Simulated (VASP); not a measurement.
# AlRu (Pm-3m) in VASP: a series of runs

AlRu is run at these levels: PBE; tasks: single point, relaxation of cell and atoms.

Everything below comes from runs of VASP 6.6.1. Logs are shortened: lines on timing, memory, paths and dates and some standing lists are left out, and cuts for length are marked.

## (1) The cell of the first run

It takes space group Pm-3m (No. 221, cubic). Conventional cell: a = 3.004 Å, b = 3.004 Å, c = 3.004 Å, α = 90.00°, β = 90.00°, γ = 90.00°. Al (site symmetry m-3m) has 8 Ru at 2.60 Å and 6 Al at 3.00 Å within 3.4 Å. Within 3.4 Å of Ru (site symmetry m-3m) lie 8 Al at 2.60 Å and 6 Ru at 3.00 Å.

## (2) Single point, PBE

The input, INCAR:

```
SYSTEM = AlRu
PREC = Accurate
ENCUT = 520
EDIFF = 1E-7
ISMEAR = 0
SIGMA = 0.1
LREAL = .False.
LASPH = .True.
NELM = 60
ALGO = Normal
ISIF = 2
LWAVE = .False.
LCHARG = .False.
GGA = PE
NBANDS = 16
```

The input, KPOINTS:

```
Automatic mesh
0
Gamma
  6 6 6
  0 0 0
```

The input, POSCAR:

```
AlRu
1.0
    3.0037904299      0.0000000000      0.0000000000
    0.0000000000      3.0037904299      0.0000000000
    0.0000000000      0.0000000000      3.0037904299
Al Ru
1 1
Direct
    0.0000000000      0.0000000000      0.0000000000
    0.5000000000      0.5000000000      0.5000000000
```

Potentials or basis: VASP PAW PBE potentials, release 64 (Al, Ru_pv).

On the command line:

```
cat potpaw_PBE.64/Al/POTCAR potpaw_PBE.64/Ru_pv/POTCAR > POTCAR
mpirun -np 1 vasp_std > vasp.out
```

OUTCAR:

```text
SYSTEM = AlRu
   PREC = Accurate
   ENCUT = 520
   EDIFF = 1E-7
   ISMEAR = 0
   LREAL = .False.
   LASPH = .True.
   NELM = 60
   ISIF = 2
   GGA = PE

 ion  position               nearest neighbor table
   1  0.000  0.000  0.000-   2 2.60   2 2.60   2 2.60   2 2.60   2 2.60   2 2.60   2 2.60   2 2.60

   2  0.500  0.500  0.500-   1 2.60   1 2.60   1 2.60   1 2.60   1 2.60   1 2.60   1 2.60   1 2.60

  LATTYP: Found a simple cubic cell.
 ALAT       =     3.0037904299

  Lattice vectors:

 A1 = (   3.0037904299,   0.0000000000,   0.0000000000)
 A2 = (   0.0000000000,   3.0037904299,   0.0000000000)
 A3 = (   0.0000000000,   0.0000000000,   3.0037904299)

Analysis of symmetry for initial positions (statically):
=====================================================================
 Subroutine PRICEL returns:
 Original cell was already a primitive cell.

 Routine SETGRP: Setting up the symmetry group for a
 simple cubic supercell.

 Subroutine GETGRP returns: Found 48 space group operations
 (whereof 48 operations were pure point group operations)
 out of a pool of 48 trial point group operations.

The static configuration has the point symmetry O_h .

Analysis of symmetry for dynamics (positions and initial velocities):
=====================================================================
 Subroutine PRICEL returns:
 Original cell was already a primitive cell.

 Routine SETGRP: Setting up the symmetry group for a
 simple cubic supercell.

 Subroutine GETGRP returns: Found 48 space group operations
 (whereof 48 operations were pure point group operations)
 out of a pool of 48 trial point group operations.

The dynamic configuration has the point symmetry O_h .

 Subroutine INISYM returns: Found 48 space group operations
 (whereof 48 operations are pure point group operations),
 and found     1 'primitive' translations

----------------------------------------------------------------------------------------

                                     Primitive cell

  volume of cell :      27.1025

  direct lattice vectors                    reciprocal lattice vectors
     3.003790430  0.000000000  0.000000000     0.332912706  0.000000000  0.000000000
     0.000000000  3.003790430  0.000000000     0.000000000  0.332912706  0.000000000
     0.000000000  0.000000000  3.003790430     0.000000000  0.000000000  0.332912706

  length of vectors
     3.003790430  3.003790430  3.003790430     0.332912706  0.332912706  0.332912706

[... 74 lines left out ...]
   NELM   =     60;   NELMIN=  2; NELMDL= -5     # of ELM steps
   EDIFF  = 0.1E-06   stopping-criterion for ELM
   LREAL  =      F    real-space projection
   EDIFFG = 0.1E-05   stopping-criterion for IOM
   NSW    =      0    number of steps for IOM
   IBRION =     -1    ionic relax: 0-MD 1-quasi-New 2-CG
   NFREE  =      0    steps in history (QN), initial steepest desc. (CG)
   ISIF   =      2    stress and relaxation
   ISYM   =      2    0-nonsym 1-usesym 2-fastsym
   POTIM  = 0.5000    time-step for ionic-motion
   TEBEG  =    0.0;   TEEND  =   0.0 temperature during run
   PSTRESS=    0.0 pullay stress
   NELECT =      17.0000    total number of electrons
   NUPDOWN=      -1.0000    fix difference up-down
   EMIN   =  10.00;   EMAX   =-10.00  energy-range for DOS
   EFERMI =   0.00;   METHOD = LEGACY
   ISMEAR =     0;   SIGMA  =   0.10  broadening in eV -4-tet -1-fermi 0-gaus
   EFERMI_NEDOS =   21; number of points for ismear=-14 and -15
   IALGO  =     38    algorithm
   IMIX   =      4    mixing-type and parameters
     AMIX     =   0.40;   BMIX     =  1.00
     AMIX_MAG =   1.60;   BMIX_MAG =  1.00
  volume/ion in A,a.u.               =      13.55        91.45
  Fermi-wavevector in a.u.,A,eV,Ry     =   1.401377  2.648218 26.719886  1.963856
  Thomas-Fermi vector in A             =   2.524244
   LORBIT       =      0    0 simple, 1 ext, 2 COOP (PROOUT), +10 PAW based schemes
   GGA     = PE    functional components
   LHFCALC =     F    Hartree Fock is set to
   AEXX    =    0.0000 exact exchange contribution
   IVDW    =     0    specifies the selected vdW correction
   LEPSILON=     F    determine dielectric tensor
   LRPA    =     F    only Hartree local field effects (RPA)
 non-spin polarized calculation
 Gauss-broadening in eV      SIGMA  =   0.10
  energy-cutoff  :      520.00
  volume of cell :       27.10
 maximum number of plane-waves:       740
 NGX is ok and might be reduce to    24
   NGX = 11   NGY = 11   NGZ = 11

 number of electron      16.9999996 magnetization

 Free energy of the ion-electron system (eV)
  ---------------------------------------------------
  ext. energy  EPLUGINS =         0.00000000
  ---------------------------------------------------
  free energy    TOTEN  =       -14.26106467 eV

  energy without entropy =      -14.24777540  energy(sigma->0) =      -14.25442003

 E-fermi :  10.4199     XC(G=0): -12.5060

 val. band max:       10.4165439492   @ k =   0.3333   0.1667   0.0000
 cond. band min:      10.4924129780   @ k =   0.5000   0.1667   0.0000
 fundamental gap:      0.0758690287
 Fermi energy:        10.4198513412

 k-point     1 :       0.0000    0.0000    0.0000
  band No.  band energies     occupation
      1     -31.2294      2.00000
      2     -31.2294      2.00000
      3     -31.2294      2.00000
      4       0.9399      2.00000
      5       7.0524      2.00000
      6       7.0524      2.00000
[... 357 lines left out ...]
      3     -31.3817      2.00000
      4       5.9751      2.00000
      5       5.9751      2.00000
      6       5.9751      2.00000
[... 8 lines left out ...]
     15      18.9524      0.00000
     16      22.2846      0.00000

------------------------ aborting loop because EDIFF is reached ----------------------------------------

  FORCE on cell =-STRESS in cart. coord.  units (eV):
  Direction    XX          YY          ZZ          XY          YZ          ZX
  --------------------------------------------------------------------------------------
  -------------------------------------------------------------------------------------
  Total       -0.0147595     -0.0147595     -0.0147595      0.0000000      0.0000000      0.0000000
  in kB       -0.8725175     -0.8725175     -0.8725175      0.0000000      0.0000000      0.0000000
  external PRESSURE =      -0.8725175 kB  Pullay stress =       0.0000000 kB

 VOLUME and BASIS-vectors are now :
 -----------------------------------------------------------------------------
  energy-cutoff  :      520.00
  volume of cell :       27.10
      direct lattice vectors                 reciprocal lattice vectors
     3.003790430  0.000000000  0.000000000     0.332912706  0.000000000  0.000000000
     0.000000000  3.003790430  0.000000000     0.000000000  0.332912706  0.000000000
     0.000000000  0.000000000  3.003790430     0.000000000  0.000000000  0.332912706

 POSITION                                       TOTAL-FORCE (eV/Angst)
 -----------------------------------------------------------------------------------
      0.00000      0.00000      0.00000         0.000000      0.000000      0.000000
      1.50190      1.50190      1.50190         0.000000      0.000000      0.000000
 -----------------------------------------------------------------------------------
    total drift:                                0.000000     -0.000000     -0.000000

  FREE ENERGIE OF THE ION-ELECTRON SYSTEM (eV)
  ---------------------------------------------------
  free  energy   TOTEN  =       -14.2610646687 eV

  energy  without entropy=      -14.2477753991  energy(sigma->0) =      -14.25442003
```

stdout:

```text
POSCAR found type information on POSCAR AlRu
 POSCAR found :  2 types and       2 ions
 scaLAPACK will be used
 LDA part: xc-table for (Slater+PW92), standard interpolation
 POSCAR, INCAR and KPOINTS ok, starting setup
 FFT: planning ... GRIDC
 FFT: planning ... GRID_SOFT
 FFT: planning ... GRID
 WAVECAR not read
 entering main loop
```

Run time: 5.7 s. Hardware: 1 thread of Intel Xeon Platinum 8259CL at 2.50GHz (Skylake/Cascade Lake), shared host; peak memory 0.14 GiB.

What came out:

* Free energy: -14.2611 eV
* Pressure: -0.1 GPa

Levels at points of the mesh, in eV from the Fermi level:
```
           k point  band 6  band 7  band 8  band 9  band 10  band 11
(0.00, 0.00, 0.00)   -3.37    0.29    0.29    0.29     6.14     6.14
(0.50, 0.00, 0.00)   -2.58   -1.46   -1.46    0.54     2.37     7.58
(0.50, 0.50, 0.00)   -1.23   -1.23   -1.03   -1.03     1.63     5.36
(0.50, 0.50, 0.50)   -4.44    1.72    1.72    2.61     4.24     4.24
```

## (3) Single point, PBE

This run uses another cell than the first one, of 15.36 Å³/atom, 1.133 times its volume.

The input, INCAR:

```
ALGO = Fast
EDIFF = 1E-7
ENCUT = 520
GGA = PE
ISIF = 2
ISMEAR = 0
LASPH = T
LCHARG = T
LELF = T
LREAL = F
LVHAR = T
LWAVE = F
NBANDS = 16
NELM = 100
PREC = Accurate
SIGMA = 0.1
```

The input, KPOINTS:

```
k-points
0
Gamma
  6 6 6
```

The input, POSCAR:

```
AlRu
1.0
    3.1316819900      0.0000000000      0.0000000000
    0.0000000000      3.1316819900      0.0000000000
    0.0000000000      0.0000000000      3.1316819900
Al Ru
1 1
Direct
    0.0000000000      0.0000000000      0.0000000000
    0.5000000000      0.5000000000      0.5000000000
```

Potentials or basis: VASP PAW PBE potentials, release 64 (Al, Ru_pv).

On the command line:

```
cat potpaw_PBE.64/Al/POTCAR potpaw_PBE.64/Ru_pv/POTCAR > POTCAR
mpirun -np 1 vasp_std > vasp.out
```

Wall time 7.5 s (1 thread of Intel Xeon Platinum 8259CL at 2.50GHz (Skylake/Cascade Lake), shared host); peak memory 0.14 GiB.

Results (log left out):

| Item | Value |
| --- | --- |
| Free energy | -14.0165 eV |
| Pressure | -19.4 GPa |

Levels at points of the mesh, in eV from the Fermi level:
```tsv
k point	band 6	band 7	band 8	band 9	band 10	band 11
(0.00, 0.00, 0.00)	-2.78	0.23	0.23	0.23	5.54	5.54
(0.50, 0.00, 0.00)	-2.13	-1.24	-1.24	0.42	1.93	7.57
(0.50, 0.50, 0.00)	-1.15	-1.15	-0.84	-0.84	1.33	4.58
(0.50, 0.50, 0.50)	-3.82	1.40	1.40	1.84	3.95	3.95
```

## (4) Relaxation of cell and atoms, PBE

This run uses another cell than the first one, of 15.36 Å³/atom, 1.133 times its volume.

The input, INCAR:

```
PREC = Accurate
ENCUT = 600
EDIFF = 1E-6
ISMEAR = 0
SIGMA = 0.1
LREAL = False
LASPH = True
NELM = 60
ALGO = Fast
ISIF = 3
LWAVE = False
LCHARG = False
GGA = PE
IBRION = 2
NSW = 90
EDIFFG = -0.04
```

The input, KPOINTS:

```
regular mesh
0
Gamma
  6 6 6
```

POSCAR is that of step 3.

Potentials or basis: VASP PAW PBE potentials, release 64 (Al, Ru_pv).

On the command line:

```
cat potpaw_PBE.64/Al/POTCAR potpaw_PBE.64/Ru_pv/POTCAR > POTCAR
mpirun -np 1 vasp_std > vasp.out
```

OUTCAR:

```text
PREC = Accurate
   ENCUT = 600
   EDIFF = 1E-6
   ISMEAR = 0
   LREAL = False
   LASPH = True
   NELM = 60
   ISIF = 3
   GGA = PE
   IBRION = 2
   NSW = 90
   EDIFFG = -0.04

 ion  position               nearest neighbor table
   1  0.000  0.000  0.000-   2 2.71   2 2.71   2 2.71   2 2.71   2 2.71   2 2.71   2 2.71   2 2.71

   2  0.500  0.500  0.500-   1 2.71   1 2.71   1 2.71   1 2.71   1 2.71   1 2.71   1 2.71   1 2.71

  LATTYP: Found a simple cubic cell.
 ALAT       =     3.1316819900

  Lattice vectors:

 A1 = (   3.1316819900,   0.0000000000,   0.0000000000)
 A2 = (   0.0000000000,   3.1316819900,   0.0000000000)
 A3 = (   0.0000000000,   0.0000000000,   3.1316819900)

Analysis of symmetry for initial positions (statically):
=====================================================================
 Subroutine PRICEL returns:
 Original cell was already a primitive cell.

 Routine SETGRP: Setting up the symmetry group for a
[... 183 lines left out ...]
      7       9.0240      0.00146
      8       9.0240      0.00146
      9       9.0240      0.00146
     10      14.3361      0.00000
     11      14.3361      0.00000
     12      14.3361      0.00000
[... 390 lines left out ...]
--------------------------------------- Ionic step        4  -------------------------------------------

 number of electron      17.0000000 magnetization

 Free energy of the ion-electron system (eV)
  ---------------------------------------------------
  ext. energy  EPLUGINS =         0.00000000
  ---------------------------------------------------
  free energy    TOTEN  =       -14.26263268 eV

  energy without entropy =      -14.24933753  energy(sigma->0) =      -14.25598511

 E-fermi :  10.4128     XC(G=0): -12.5034

 val. band max:       10.4094793726   @ k =   0.3333   0.1667   0.0000
 cond. band min:      10.4852858837   @ k =   0.5000   0.1667   0.0000
 fundamental gap:      0.0758065111
 Fermi energy:        10.4128071938

 k-point     1 :       0.0000    0.0000    0.0000
  band No.  band energies     occupation
      1     -31.2371      2.00000
      2     -31.2371      2.00000
      3     -31.2371      2.00000
      4       0.9357      2.00000
      5       7.0480      2.00000
      6       7.0480      2.00000
      7      10.7016      0.00004
      8      10.7016      0.00004
      9      10.7016      0.00004
     10      16.5480      0.00000
     11      16.5480      0.00000
     12      16.5480      0.00000
[... 312 lines left out ...]
  FREE ENERGIE OF THE ION-ELECTRON SYSTEM (eV)
  ---------------------------------------------------
  free  energy   TOTEN  =       -14.2626326787 eV

  energy  without entropy=      -14.2493375328  energy(sigma->0) =      -14.25598511

 reached required accuracy - stopping structural energy minimisation
```

CONTCAR:

```text
AlRu
   1.00000000000000
     3.0042945731035515    0.0000000000000000   -0.0000000000000000
     0.0000000000000000    3.0042945731035515   -0.0000000000000000
     0.0000000000000000    0.0000000000000000    3.0042945731035515
  Al              Ru
     1     1
Direct
     0.0000000000000000    0.0000000000000000    0.0000000000000000
     0.5000000000000000    0.5000000000000000    0.5000000000000000

  0.00000000E+00  0.00000000E+00  0.00000000E+00
  0.00000000E+00  0.00000000E+00  0.00000000E+00
```

Wall time 29 s (1 thread of Intel Xeon Platinum 8259CL at 2.50GHz (Skylake/Cascade Lake), shared host); peak memory 0.16 GiB.

Results:

* Free energy: -14.2626 eV
* Relaxed volume: 13.56 Å³/atom
* Relaxed cell: a = 3.004 Å, b = 3.004 Å, c = 3.004 Å, α = 90.00°, β = 90.00°, γ = 90.00°
* Space group after relaxing (to 0.05 Å): Pm-3m (No. 221)
* Energy gained by relaxing: 123.1 meV/atom
* Ionic steps: 4
* Pressure after relaxing: -0.2 GPa

Step by step:
| step | energy change (eV) | largest force (eV/Å) | pressure (GPa) | volume (Å³) |
| --- | --- | --- | --- | --- |
| 1 | 0.0000 | 0.0000 | -19.41 | 30.71 |
| 2 | 0.2355 | 0.0000 | 45.84 | 23.17 |
| 3 | -0.2459 | 0.0000 | -0.78 | 27.20 |
| 4 | -0.2461 | 0.0000 | -0.22 | 27.12 |

Final structure:
```xyz
2
Lattice="3.0043 0.0000 0.0000 0.0000 3.0043 0.0000 0.0000 0.0000 3.0043" Properties=species:S:1:pos:R:3 pbc="T T T"
Al    0.0000    0.0000    0.0000
Ru    1.5021    1.5021    1.5021
```

## (5) Single point, PBE, collinear spin, ferromagnetic start

The input, INCAR:

```
SYSTEM = AlRu
ALGO = Fast ; EDIFF = 1E-7
ENCUT = 520 ; GGA = PE
ISIF = 2 ; ISMEAR = 0
ISPIN = 2 ; LASPH = .TRUE.
LCHARG = .FALSE. ; LMAXMIX = 4
LORBIT = 11 ; LREAL = .FALSE.
LWAVE = .FALSE. ; MAGMOM = 0 1
NBANDS = 20 ; NELM = 150
PREC = Accurate ; SIGMA = 0.1
```

The input, KPOINTS:

```
k-points
0
G
  6 6 6
  0 0 0
```

The input, POSCAR:

```
AlRu
1.0
    3.0037904299      0.0000000000      0.0000000000
    0.0000000000      3.0037904299      0.0000000000
    0.0000000000      0.0000000000      3.0037904299
Al Ru
1 1
Direct
    0.0000000000      0.0000000000      0.0000000000
    0.5000000000      0.5000000000      0.5000000000
```

On the command line:

```
cat potpaw_PBE.64/Al/POTCAR potpaw_PBE.64/Ru_pv/POTCAR > POTCAR
mpirun -np 1 vasp_std > vasp.out
```

It took 23 s on 1 thread of Intel Xeon Platinum 8259CL at 2.50GHz (Skylake/Cascade Lake), shared host; peak memory 0.16 GiB.

The run converged. Its results:

```yaml
Free_energy: -14.2611 eV
Pressure: -0.1 GPa
Net_moment: 0.02 μB per cell
Site_moments: Al -0.00; Ru +0.02 μB
Valence_electrons_inside_the_program's_atomic_spheres: Al 0.80; Ru 12.76
```

Levels at points of the mesh, in eV from the Fermi level:
Spin up:
```tsv
k point	band 4	band 5	band 6	band 7	band 8	band 9	band 10	band 11	band 12	band 13
(0.00, 0.00, 0.00)	-9.48	-3.37	-3.37	0.28	0.28	0.28	6.14	6.14	6.14	11.03
(0.50, 0.00, 0.00)	-5.65	-5.34	-2.58	-1.47	-1.47	0.53	2.37	7.58	11.09	11.09
(0.50, 0.50, 0.00)	-5.86	-2.88	-1.23	-1.23	-1.04	-1.04	1.63	5.35	6.22	10.61
(0.50, 0.50, 0.50)	-4.45	-4.45	-4.45	1.72	1.72	2.61	4.24	4.24	4.24	8.53
```
Spin down:
```csv
k point,band 5,band 6,band 7,band 8,band 9,band 10,band 11,band 12
"(0.00, 0.00, 0.00)",-3.36,-3.36,0.30,0.30,0.30,6.14,6.14,6.14
"(0.50, 0.00, 0.00)",-5.34,-2.58,-1.45,-1.45,0.54,2.38,7.58,11.09
"(0.50, 0.50, 0.00)",-2.87,-1.23,-1.23,-1.02,-1.02,1.64,5.36,6.23
"(0.50, 0.50, 0.50)",-4.44,-4.44,1.73,1.73,2.61,4.24,4.24,4.24
```

## (6) The runs side by side

```tsv
task	spin	cell	cutoff (eV)	gap on the mesh (eV)	pressure (GPa)
single point	off	a = 3.004 Å, 2 atoms	520	none	-0.1
single point	off	a = 3.132 Å, 2 atoms	520	none	-19.4
relaxation of cell and atoms	off	relaxed from a = 3.132 Å, 2 atoms	600	none	-0.2
single point	collinear, ferromagnetic start	a = 3.004 Å, 2 atoms	520	none	-0.1
```

Alike in all rows: level PBE; potentials or basis VASP PAW PBE potentials, release 64 (Al, Ru_pv); k mesh 6 × 6 × 6; smearing gaussian 0.1 eV.

Total energies depend on the potentials used, so only differences within one code and one set of settings carry meaning.
